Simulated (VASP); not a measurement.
# Cl in VASP: molecular dynamics with r2SCAN+D3(BJ)

Aim: the molecular dynamics of Cl with r2SCAN+D3(BJ).

All numbers are computed with VASP 6.6.1; they aren't measurements. Logs are shortened: lines on timing, memory, paths and dates and some standing lists are left out, and cuts for length are marked.

**1. The cell of the first run**

The cell holds a disordered packing, 12 atoms: a = 7.663 Å, b = 7.663 Å, c = 7.663 Å, α = 90.00°, β = 90.00°, γ = 90.00°.

**2. Molecular dynamics, r2SCAN+D3(BJ)**

The input, POSCAR:

```
Cl
1.0
    7.6630940000      0.0000000000      0.0000000000
    0.0000000000      7.6630940000      0.0000000000
    0.0000000000      0.0000000000      7.6630940000
Cl
12
Direct
    0.7131701400      0.0721596300      0.7627156400
    0.7560937200      0.3051952700      0.6569053800
    0.3778667500      0.3216711200      1.0232062200
    0.2562884200      0.2689862600      0.8001499200
    0.5458152500      0.8736305600      0.4172669700
    0.5666175500      0.7145976700      0.2118382200
    0.0167473300      1.0677503100      0.2276754800
    0.0583511000      0.7961105800      0.2083984900
    0.0841222100      0.7828640600      0.8404810300
    0.0810107200      0.7652567300      0.5597233100
    0.8461193600      0.4209628400      0.0151276200
    0.9792264400      0.4229052700      0.2432280100
```

The input, INCAR.step1:

```
SYSTEM = Cl
ALGO = Normal
EDIFF = 1E-4
ENCUT = 520
GGA = PE
ISMEAR = -1
ISYM = 0
LASPH = .True.
LCHARG = .False.
LREAL = .False.
LWAVE = .True.
NBANDS = 54
NELM = 60
PREC = Accurate
SIGMA = 0.02
```

The input, INCAR.step2:

```
SYSTEM = Cl
ALGO = Normal
EDIFF = 1E-5
ENCUT = 520
IBRION = 0
ISIF = 2
ISMEAR = -1
ISTART = 1
ISYM = 0
IVDW = 12
LASPH = .True.
LCHARG = .False.
LMIXTAU = .True.
LREAL = .False.
LWAVE = .False.
MDALGO = 2
METAGGA = R2SCAN
NBANDS = 54
NELM = 60
NELMIN = 4
NSW = 20
POTIM = 2.0
PREC = Accurate
RANDOM_SEED = 132255 0 0
SIGMA = 0.02
SMASS = 0
TEBEG = 400.0
TEEND = 400.0
VDW_A1 = 0.49484001
VDW_A2 = 5.73083694
VDW_S6 = 1.0
VDW_S8 = 0.78981345
```

The input, KPOINTS:

```
k-points
0
Gamma
  1 1 1
  0 0 0
```

Potentials or basis: VASP PAW PBE potentials, release 64 (Cl).

Command:

```sh
$ cat potpaw_PBE.64/Cl/POTCAR > POTCAR
$ cp INCAR.step1 INCAR
$ mpirun -np 1 vasp_gam > vasp.out
$ cp INCAR.step2 INCAR
$ mpirun -np 1 vasp_gam > vasp.out
```

OUTCAR:

```text
SYSTEM = Cl
   EDIFF = 1E-5
   ENCUT = 520
   IBRION = 0
   ISIF = 2
   ISMEAR = -1
   ISTART = 1
   ISYM = 0
   IVDW = 12
   LASPH = .True.
   LREAL = .False.
   METAGGA = R2SCAN
   NELM = 60
   NELMIN = 4
   NSW = 20
   POTIM = 2.0
   PREC = Accurate
   TEBEG = 400.0
 IVDW          = 12

 ion  position               nearest neighbor table
   1  0.713  0.072  0.763-   2 1.99
   2  0.756  0.305  0.657-   1 1.99
   3  0.378  0.322  0.023-   4 1.99
   4  0.256  0.269  0.800-   3 1.99
   5  0.546  0.874  0.417-   6 2.00
   6  0.567  0.715  0.212-   5 2.00
   7  0.017  0.068  0.228-   8 2.11
   8  0.058  0.796  0.208-   7 2.11
   9  0.084  0.783  0.840-  10 2.16
  10  0.081  0.765  0.560-   9 2.16
  11  0.846  0.421  0.015-  12 2.02
  12  0.979  0.423  0.243-  11 2.02

IMPORTANT INFORMATION: All symmetrisations will be switched off!
NOSYMM: (Re-)initialisation of all symmetry stuff for point group C_1.

----------------------------------------------------------------------------------------

                                     Primitive cell

  volume of cell :     449.9999

  direct lattice vectors                    reciprocal lattice vectors
     7.663094000  0.000000000  0.000000000     0.130495594  0.000000000  0.000000000
     0.000000000  7.663094000  0.000000000     0.000000000  0.130495594  0.000000000
     0.000000000  0.000000000  7.663094000     0.000000000  0.000000000  0.130495594

  length of vectors
     7.663094000  7.663094000  7.663094000     0.130495594  0.130495594  0.130495594

  position of ions in fractional coordinates (direct lattice)
     0.713170140  0.072159630  0.762715640
     0.756093720  0.305195270  0.656905380
     0.377866750  0.321671120  0.023206220
     0.256288420  0.268986260  0.800149920
     0.545815250  0.873630560  0.417266970
     0.566617550  0.714597670  0.211838220
     0.016747330  0.067750310  0.227675480
     0.058351100  0.796110580  0.208398490
     0.084122210  0.782864060  0.840481030
     0.081010720  0.765256730  0.559723310
     0.846119360  0.420962840  0.015127620
     0.979226440  0.422905270  0.243228010

  ion indices of the primitive-cell ions
   primitive index   ion index
                 1           1
                 2           2
                 3           3
                 4           4
                 5           5
                 6           6
                 7           7
                 8           8
                 9           9
                10          10
                11          11
                12          12

----------------------------------------------------------------------------------------

 KPOINTS: k-points

Automatic generation of k-mesh.
 Grid dimensions read from file:
 generate k-points for:    1    1    1

 Generating k-lattice:

  Cartesian coordinates                     Fractional coordinates (reciprocal lattice)
     0.130495594  0.000000000  0.000000000     1.000000000  0.000000000  0.000000000
     0.000000000  0.130495594  0.000000000     0.000000000  1.000000000  0.000000000
     0.000000000  0.000000000  0.130495594     0.000000000  0.000000000  1.000000000

  Length of vectors
     0.130495594  0.130495594  0.130495594

  Shift w.r.t. Gamma in fractional coordinates (k-lattice)
     0.000000000  0.000000000  0.000000000

 Subroutine IBZKPT returns following result:
 ===========================================

 Found      1 irreducible k-points:

 Following reciprocal coordinates:
            Coordinates               Weight
  0.000000  0.000000  0.000000      1.000000
   k-points           NKPTS =      1   k-points in BZ     NKDIM =      1   number of bands    NBANDS=     54
   number of dos      NEDOS =    301   number of ions     NIONS =     12
   total plane-waves  NPLWV = 216000
   dimension x,y,z NGX =    60 NGY =   60 NGZ =   60
   dimension x,y,z NGXF=   120 NGYF=  120 NGZF=  120
   ions per type =              12
   NGX,Y,Z   is equivalent  to a cutoff of  13.02, 13.02, 13.02 a.u.
   NGXF,Y,Z  is equivalent  to a cutoff of  26.03, 26.03, 26.03 a.u.
 SYSTEM =  Cl
   PREC   = accura    normal or accurate (medium, high low for compatibility)
   ISTART =      1    job   : 0-new  1-cont  2-samecut
   ICHARG =      0    charge: 1-file 2-atom 10-const
   ISPIN  =      1    spin polarized calculation?
   LNONCOLLINEAR =      F non collinear calculations
   LSORBIT =      F    spin-orbit coupling
   LASPH  =      T    aspherical Exc in radial PAW
   ENCUT  =  520.0 eV  38.22 Ry    6.18 a.u.  14.25 14.25 14.25*2*pi/ulx,y,z
   NELM   =     60;   NELMIN=  4; NELMDL=  0     # of ELM steps
   EDIFF  = 0.1E-04   stopping-criterion for ELM
   LREAL  =      F    real-space projection
   EDIFFG = 0.1E-03   stopping-criterion for IOM
   NSW    =     20    number of steps for IOM
   IBRION =      0    ionic relax: 0-MD 1-quasi-New 2-CG
   NFREE  =      0    steps in history (QN), initial steepest desc. (CG)
   ISIF   =      2    stress and relaxation
   ISYM   =      0    0-nonsym 1-usesym 2-fastsym
   POTIM  = 2.0000    time-step for ionic-motion
   TEBEG  =  400.0;   TEEND  = 400.0 temperature during run
   PSTRESS=    0.0 pullay stress
   NELECT =      84.0000    total number of electrons
   NUPDOWN=      -1.0000    fix difference up-down
   EMIN   =  10.00;   EMAX   =-10.00  energy-range for DOS
   EFERMI =   0.00;   METHOD = LEGACY
   ISMEAR =    -1;   SIGMA  =   0.02  broadening in eV -4-tet -1-fermi 0-gaus
   EFERMI_NEDOS =   21; number of points for ismear=-14 and -15
   IALGO  =     38    algorithm
   IMIX   =      4    mixing-type and parameters
     AMIX     =   0.40;   BMIX     =  1.00
     AMIX_MAG =   1.60;   BMIX_MAG =  1.00
  volume/ion in A,a.u.               =      37.50       253.06
  Fermi-wavevector in a.u.,A,eV,Ry     =   0.935615  1.768056 11.910202  0.875375
  Thomas-Fermi vector in A             =   2.062540
   LORBIT       =      0    0 simple, 1 ext, 2 COOP (PROOUT), +10 PAW based schemes
   METAGGA = R2SCAN    functional components
   LHFCALC =     F    Hartree Fock is set to
   AEXX    =    0.0000 exact exchange contribution
   IVDW    =    12    specifies the selected vdW correction
   LEPSILON=     F    determine dielectric tensor
   LRPA    =     F    only Hartree local field effects (RPA)
 molecular dynamics for ions
 non-spin polarized calculation
  energy-cutoff  :      520.00
  volume of cell :      450.00
 maximum number of plane-waves:      6075
 NGX is ok and might be reduce to    60
   NGX = 29   NGY = 29   NGZ = 29

--------------------------------------- Ionic step        1  -------------------------------------------

 number of electron      84.0000000 magnetization

 Free energy of the ion-electron system (eV)
  ---------------------------------------------------
  ext. energy  EPLUGINS =         0.00000000
  ---------------------------------------------------
  free energy    TOTEN  =       -73.97677993 eV

  energy without entropy =      -73.97677993  energy(sigma->0) =      -73.97677993

------------------------ aborting loop because EDIFF is reached ----------------------------------------

 Edisp (eV)   -0.67955

 E8    (eV) :    -0.1700

  FORCE on cell =-STRESS in cart. coord.  units (eV):
  Direction    XX          YY          ZZ          XY          YZ          ZX
  --------------------------------------------------------------------------------------
  -------------------------------------------------------------------------------------
  Total      -0.58998    -4.48703    -6.89950    -0.02441    -0.18953    -0.21717
  in kB      -2.10055   -15.97560   -24.56494    -0.08691    -0.67478    -0.77322
  external pressure =      -14.21 kB  Pullay stress =        0.00 kB

 VOLUME and BASIS-vectors are now :
 -----------------------------------------------------------------------------
  energy-cutoff  :      520.00
  volume of cell :      450.00
      direct lattice vectors                 reciprocal lattice vectors
     7.663094000  0.000000000  0.000000000     0.130495594  0.000000000  0.000000000
     0.000000000  7.663094000  0.000000000     0.000000000  0.130495594  0.000000000
     0.000000000  0.000000000  7.663094000     0.000000000  0.000000000  0.130495594
[... 142 lines left out ...]
  energy  without entropy=      -74.6502331259  energy(sigma->0) =      -74.65023313

  ENERGY OF THE ELECTRON-ION-THERMOSTAT SYSTEM (eV)
  ---------------------------------------------------
% ion-electron   TOTEN  =       -74.650233  see above
  kinetic energy EKIN   =         0.562815
  kin. lattice  EKIN_LAT=         0.000000  (temperature  395.83 K)
  nose potential ES     =        -0.000051
  nose kinetic   EPS    =         0.000000
  ---------------------------------------------------
  total energy   ETOTAL =       -74.087469 eV

[... ionic steps 4 to 17 ...]

--------------------------------------- Ionic step       18  -------------------------------------------

 number of electron      83.9999997 magnetization

------------------------ aborting loop because EDIFF is reached ----------------------------------------

 Edisp (eV)   -0.68010

 E8    (eV) :    -0.1702

  FORCE on cell =-STRESS in cart. coord.  units (eV):
  Direction    XX          YY          ZZ          XY          YZ          ZX
  --------------------------------------------------------------------------------------
  -------------------------------------------------------------------------------------
  Total       0.04605    -1.69858    -4.51547    -0.37643     0.87616     0.45744
  in kB       0.16397    -6.04763   -16.07684    -1.34023     3.11949     1.62868
  external pressure =       -7.32 kB  Pullay stress =        0.00 kB
[... 93 lines left out ...]
  ENERGY OF THE ELECTRON-ION-THERMOSTAT SYSTEM (eV)
  ---------------------------------------------------
% ion-electron   TOTEN  =       -74.577257  see above
  kinetic energy EKIN   =         0.607078
  kin. lattice  EKIN_LAT=         0.000000  (temperature  426.96 K)
  nose potential ES     =        -0.123680
  nose kinetic   EPS    =         0.006707
  ---------------------------------------------------
  total energy   ETOTAL =       -74.087152 eV

--------------------------------------- Ionic step       20  -------------------------------------------

 number of electron      83.9999997 magnetization

 Free energy of the ion-electron system (eV)
  ---------------------------------------------------
  ext. energy  EPLUGINS =         0.00000000
  ---------------------------------------------------
  free energy    TOTEN  =       -73.90033735 eV

  energy without entropy =      -73.90033735  energy(sigma->0) =      -73.90033735

 E-fermi :  -1.6896     XC(G=0):  -6.7414

 val. band max:       -2.2450435381   @ k =   0.0000   0.0000   0.0000
 cond. band min:       0.3760779566   @ k =   0.0000   0.0000   0.0000
 fundamental gap:      2.6211214947
 Fermi energy:        -1.6896265505

 k-point     1 :       0.0000    0.0000    0.0000
  band No.  band energies     occupation
      1     -20.4999      2.00000
      2     -19.9773      2.00000
      3     -19.6387      2.00000
      4     -19.5963      2.00000
      5     -19.5417      2.00000
      6     -18.0151      2.00000
[... 89 lines left out ...]
  FREE ENERGIE OF THE ION-ELECTRON SYSTEM (eV)
  ---------------------------------------------------
  free  energy   TOTEN  =       -74.5804668883 eV

  energy  without entropy=      -74.5804668883  energy(sigma->0) =      -74.58046689

  ENERGY OF THE ELECTRON-ION-THERMOSTAT SYSTEM (eV)
  ---------------------------------------------------
% ion-electron   TOTEN  =       -74.580467  see above
  kinetic energy EKIN   =         0.624460
  kin. lattice  EKIN_LAT=         0.000000  (temperature  439.18 K)
  nose potential ES     =        -0.136809
  nose kinetic   EPS    =         0.005601
  ---------------------------------------------------
  total energy   ETOTAL =       -74.087215 eV
```

It took 17 min on 1 thread of Intel Xeon Platinum 8375C at 2.90GHz (Ice Lake), shared host; peak memory 0.62 GiB.

What came out:

```
Dispersion energy per atom : -0.057 eV
```

Step by step:
```
step  potential energy change (eV)  largest force (eV/Å)  pressure (GPa)  volume (Å³)  temperature (K)
   1                        0.0000                0.5528           -1.42       450.00              400
   2                        0.0019                0.5531           -1.36       450.00              399
   3                        0.0061                0.6003           -1.29       450.00              396
   4                        0.0126                0.6429           -1.21       450.00              391
   5                        0.0214                0.6778           -1.12       450.00              386
   6                        0.0320                0.7058           -1.03       450.00              379
   7                        0.0439                0.7299           -0.94       450.00              372
   8                        0.0565                0.7469           -0.85       450.00              365
   9                        0.0688                0.8368           -0.77       450.00              358
  10                        0.0799                0.9155           -0.71       450.00              354
  11                        0.0891                0.9734           -0.65       450.00              352
  12                        0.0958                1.0103           -0.62       450.00              353
  13                        0.0995                1.0196           -0.60       450.00              357
  14                        0.1002                1.0053           -0.60       450.00              364
  15                        0.0984                0.9652           -0.61       450.00              373
  16                        0.0944                0.9054           -0.64       450.00              385
  17                        0.0892                0.8272           -0.68       450.00              399
  18                        0.0838                0.7410           -0.73       450.00              413
  19                        0.0791                0.6515           -0.79       450.00              427
  20                        0.0759                0.5725           -0.85       450.00              439
```

Caveat: the k points lie up to 0.82 Å⁻¹ apart, too coarse for converged energies, forces and pressures; the PAW data sets were made with another functional, which shifts forces and pressure a little.
